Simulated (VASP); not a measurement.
# Ti (I4/mmm) in VASP: notebook, part 2 of 2

VASP 6.6.1.

## (3) Electric field gradients, PBE (zz strain of +3 %)

File INCAR:

```
PREC     = Accurate       # precision mode
ENCUT    = 520            # plane-wave cutoff, eV
EDIFF    = 1E-8           # SCF threshold, eV
ISMEAR   = -1             # smearing method
SIGMA    = 0.05           # smearing width, eV
LREAL    = F              # projectors in reciprocal space
LASPH    = T              # aspherical terms in the spheres
NELM     = 100            # most SCF steps
ALGO     = Normal         # electronic algorithm
ISIF     = 2              # what is computed and relaxed
LWAVE    = F              # write WAVECAR
LCHARG   = F              # write CHGCAR
GGA      = PE             # functional
LEFG     = T            
NBANDS   = 12             # bands
```

File KPOINTS:

```
Automatic mesh
0
Gamma
  15 15 15
```

File POSCAR:

```
Ti
1.0
    0.0000000000      2.0300000000      2.0909000000
    2.0300000000      0.0000000000      2.0909000000
    2.0300000000      2.0300000000      0.0000000000
Ti
1
Direct
    0.0000000000      0.0000000000      0.0000000000
```

Potentials or basis: VASP PAW PBE potentials, release 64 (Ti_sv).

Launch:

```bash
$ cat potpaw_PBE.64/Ti_sv/POTCAR > POTCAR
$ mpirun -np 1 vasp_std > vasp.out
```

OUTCAR:

```text
PREC = Accurate
   ENCUT = 520
   EDIFF = 1E-8
   ISMEAR = -1
   LREAL = F
   LASPH = T
   NELM = 100
   ISIF = 2
   GGA = PE

 ion  position               nearest neighbor table
   1  0.000  0.000  0.000-

  LATTYP: Found a body centered tetragonal cell.
 ALAT       =     2.8708535316
 C/A-ratio  =     1.4566399692

  Lattice vectors:

 A1 = (  -2.0300000000,   0.0000000000,   2.0909000000)
 A2 = (   2.0300000000,   0.0000000000,   2.0909000000)
 A3 = (   0.0000000000,   2.0300000000,  -2.0909000000)

Analysis of symmetry for initial positions (statically):
=====================================================================
 Subroutine PRICEL returns:
 Original cell was already a primitive cell.

 Routine SETGRP: Setting up the symmetry group for a
 body centered tetragonal supercell.

 Subroutine GETGRP returns: Found 16 space group operations
[... 541 lines left out ...]

 VOLUME and BASIS-vectors are now :
 -----------------------------------------------------------------------------
  energy-cutoff  :      520.00
  volume of cell :       17.23
      direct lattice vectors                 reciprocal lattice vectors
     0.000000000  2.030000000  2.090900000    -0.246305419  0.246305419  0.239131474
     2.030000000  0.000000000  2.090900000     0.246305419 -0.246305419  0.239131474
     2.030000000  2.030000000  0.000000000     0.246305419  0.246305419 -0.239131474

 POSITION                                       TOTAL-FORCE (eV/Angst)
 -----------------------------------------------------------------------------------
      0.00000      0.00000      0.00000        -0.000000      0.000000      0.000000
 -----------------------------------------------------------------------------------
    total drift:                               -0.000000     -0.000000     -0.000000

  FREE ENERGIE OF THE ION-ELECTRON SYSTEM (eV)
  ---------------------------------------------------
  free  energy   TOTEN  =        -7.7839118752 eV

  energy  without entropy=       -7.7699013886  energy(sigma->0) =       -7.77690663

 Electric field gradients (V/A^2)
---------------------------------------------------------------------
 ion       V_xx      V_yy      V_zz      V_xy      V_xz      V_yz
---------------------------------------------------------------------
   1       1.657     1.657    -3.313    -0.001     0.000     0.000
---------------------------------------------------------------------

 Electric field gradients after diagonalization (V/A^2)
 (convention: |V_zz| > |V_xx| > |V_yy|)
----------------------------------------------------------------------
 ion       V_xx      V_yy      V_zz     asymmetry (V_yy - V_xx)/ V_zz
----------------------------------------------------------------------
   1       1.657     1.656    -3.313       0.000
----------------------------------------------------------------------

           NMR quadrupolar parameters

 Cq : quadrupolar parameter    Cq=e*Q*V_zz/h
 eta: asymmetry parameters     (V_yy - V_xx)/ V_zz
 Q  : nuclear electric quadrupole moment in mb (millibarn)
----------------------------------------------------------------------
 ion       Cq(MHz)       eta       Q (mb)
----------------------------------------------------------------------
   1      -0.008       0.000       1.000
----------------------------------------------------------------------
```

OSZICAR:

```text
N       E                     dE             d eps       ncg     rms          rms(c)
DAV:   1     0.868558959775E+02    0.86856E+02   -0.65174E+03  6932   0.120E+03
DAV:   2    -0.441638469194E+01   -0.91272E+02   -0.88887E+02  7016   0.296E+02
DAV:   3    -0.868637501999E+01   -0.42700E+01   -0.42261E+01  9620   0.653E+01
DAV:   4    -0.878907781506E+01   -0.10270E+00   -0.10258E+00  7892   0.879E+00
DAV:   5    -0.879164385056E+01   -0.25660E-02   -0.25660E-02  8260   0.121E+00    0.837E+00
DAV:   6    -0.778864777507E+01    0.10030E+01   -0.20522E+00  7520   0.214E+01    0.221E+00
DAV:   7    -0.777416912653E+01    0.14479E-01   -0.99494E-02  8512   0.372E+00    0.128E+00
DAV:   8    -0.778356593638E+01   -0.93968E-02   -0.37769E-02  7120   0.244E+00    0.157E-01
DAV:   9    -0.778389429834E+01   -0.32836E-03   -0.39908E-03  8720   0.714E-01    0.858E-02
DAV:  10    -0.778393671663E+01   -0.42418E-04   -0.23582E-04  7376   0.181E-01    0.235E-02
DAV:  11    -0.778391221081E+01    0.24506E-04   -0.21427E-05  8352   0.580E-02    0.103E-02
DAV:  12    -0.778391156070E+01    0.65011E-06   -0.18350E-06  7556   0.180E-02    0.182E-03
DAV:  13    -0.778391197291E+01   -0.41221E-06   -0.38444E-07  8388   0.530E-03    0.160E-03
DAV:  14    -0.778391189461E+01    0.78301E-07   -0.34442E-08  7256   0.223E-03    0.704E-04
DAV:  15    -0.778391187488E+01    0.19726E-07   -0.12940E-08  6520   0.144E-03    0.323E-05
DAV:  16    -0.778391187522E+01   -0.33697E-09   -0.49167E-10  3732   0.248E-04
   1 F= -.77839119E+01 E0= -.77769066E+01  d E =-.140105E-01
```

Run time: 50 s. Hardware: 1 thread of Intel Xeon Platinum 8259CL at 2.50GHz (Skylake/Cascade Lake), shared host; peak memory 0.18 GiB.

Results:

| Item | Value |
| --- | --- |
| Free energy | -7.7839 eV |
| Pressure | 0.7 GPa |
| Band gap on the k mesh | zero (bands 6 and 7 overlap by 1.17 eV) |
| Largest electric field gradient by atom | Ti -3.3 V/Å² |

Levels at points of the mesh, in eV from the Fermi level:
```tsv
k point	band 4	band 5	band 6	band 7	band 8	band 9
(0.00, 0.00, 0.00)	-32.54	-6.11	0.73	0.97	0.97	2.39
```

Electric field gradients, principal values (V/Å²):
```csv
atom,least,middle,greatest (by size)
1 Ti,1.656,1.657,-3.313
```

Caveat: the cell differs from its parent crystal (zz strain of +3 %); without QUAD_EFG the Cq values of the log hold for a quadrupole moment of 1 mb, not for the nuclei.

## (4) Electric field gradients, PBE (equal xx and yy strain of +2 %)

File INCAR:

```
PREC = Accurate
ENCUT = 520
EDIFF = 1E-8
ISMEAR = -1
SIGMA = 0.05
LREAL = False
LASPH = True
NELM = 60
ALGO = Normal
ISIF = 2
LWAVE = False
LCHARG = False
GGA = PE
LEFG = True
NBANDS = 12
```

File KPOINTS:

```
regular mesh
0
Gamma
  15 15 15
```

File POSCAR:

```
Ti
1.0
    0.0000000000      2.0706000000      2.0300000000
    2.0706000000      0.0000000000      2.0300000000
    2.0706000000      2.0706000000      0.0000000000
Ti
1
Direct
    0.0000000000      0.0000000000      0.0000000000
```

Potentials or basis: VASP PAW PBE potentials, release 64 (Ti_sv).

Launch:

```bash
$ cat potpaw_PBE.64/Ti_sv/POTCAR > POTCAR
$ mpirun -np 1 vasp_std > vasp.out
```

OUTCAR:

```text
PREC = Accurate
   ENCUT = 520
   EDIFF = 1E-8
   ISMEAR = -1
   LREAL = False
   LASPH = True
   NELM = 60
   ISIF = 2
   GGA = PE

 ion  position               nearest neighbor table
   1  0.000  0.000  0.000-

  LATTYP: Found a body centered tetragonal cell.
 ALAT       =     2.9282706022
 C/A-ratio  =     1.3864838847

  Lattice vectors:

 A1 = (   0.0000000000,  -2.0706000000,  -2.0300000000)
[... 566 lines left out ...]
 -----------------------------------------------------------------------------------
    total drift:                                0.000000     -0.000000     -0.000000

  FREE ENERGIE OF THE ION-ELECTRON SYSTEM (eV)
  ---------------------------------------------------
  free  energy   TOTEN  =        -7.7846928841 eV

  energy  without entropy=       -7.7704834219  energy(sigma->0) =       -7.77758815

 Electric field gradients (V/A^2)
---------------------------------------------------------------------
 ion       V_xx      V_yy      V_zz      V_xy      V_xz      V_yz
---------------------------------------------------------------------
   1      -0.605    -0.605     1.209     0.000    -0.000    -0.000
---------------------------------------------------------------------

 Electric field gradients after diagonalization (V/A^2)
 (convention: |V_zz| > |V_xx| > |V_yy|)
----------------------------------------------------------------------
 ion       V_xx      V_yy      V_zz     asymmetry (V_yy - V_xx)/ V_zz
----------------------------------------------------------------------
   1      -0.605    -0.604     1.209       0.000
----------------------------------------------------------------------

           NMR quadrupolar parameters

 Cq : quadrupolar parameter    Cq=e*Q*V_zz/h
 eta: asymmetry parameters     (V_yy - V_xx)/ V_zz
 Q  : nuclear electric quadrupole moment in mb (millibarn)
----------------------------------------------------------------------
 ion       Cq(MHz)       eta       Q (mb)
----------------------------------------------------------------------
   1       0.003       0.000       1.000
----------------------------------------------------------------------
```

stdout:

```text
POSCAR found type information on POSCAR Ti
 POSCAR found :  1 types and       1 ions
 scaLAPACK will be used
 LDA part: xc-table for (Slater+PW92), standard interpolation
 POSCAR, INCAR and KPOINTS ok, starting setup
 FFT: planning ... GRIDC
 FFT: planning ... GRID_SOFT
 FFT: planning ... GRID
 WAVECAR not read
 entering main loop
ion   1
```

It took 57 s on 1 thread of Intel Xeon Platinum 8259CL at 2.50GHz (Skylake/Cascade Lake), shared host; peak memory 0.19 GiB.

What came out:

```yaml
Free_energy: -7.7847 eV
Pressure: -0.4 GPa
Band_gap_on_the_k_mesh: zero (bands 6 and 7 overlap by 1.13 eV)
Largest_electric_field_gradient_by_atom: Ti +1.2 V/Å²
```

Levels at points of the mesh, in eV from the Fermi level:
| k point | band 4 | band 5 | band 6 | band 7 | band 8 | band 9 |
| --- | --- | --- | --- | --- | --- | --- |
| (0.00, 0.00, 0.00) | -32.57 | -6.09 | 0.83 | 0.83 | 0.98 | 2.41 |

Electric field gradients, principal values (V/Å²):
| atom | least | middle | greatest (by size) |
| --- | --- | --- | --- |
| 1 Ti | -0.604 | -0.605 | 1.209 |

Caveat: the cell differs from its parent crystal (equal xx and yy strain of +2 %); without QUAD_EFG the Cq values of the log hold for a quadrupole moment of 1 mb, not for the nuclei.

## (5) The runs side by side

| cell | gap on the mesh (eV) | pressure (GPa) |
| --- | --- | --- |
| a = 2.857, b = 2.857, c = 2.871 Å, angles 59.8, 59.8, 60.3°, 1 atom | none | 5.4 |
| a = 2.914, b = 2.914, c = 2.871 Å, angles 60.5, 60.5, 59.0°, 1 atom | none | 0.7 |
| a = 2.900, b = 2.900, c = 2.928 Å, angles 59.7, 59.7, 60.7°, 1 atom | none | -0.4 |

Alike in all rows: task electric field gradients; level PBE; potentials or basis VASP PAW PBE potentials, release 64 (Ti_sv); no spin polarisation; k mesh 15 × 15 × 15; cutoff (eV) 520; smearing fermi-dirac 0.05 eV.

Caveats: the cell stands under pressure (at least some runs).

Total energies depend on the potentials used, so only differences within one code and one set of settings carry meaning.
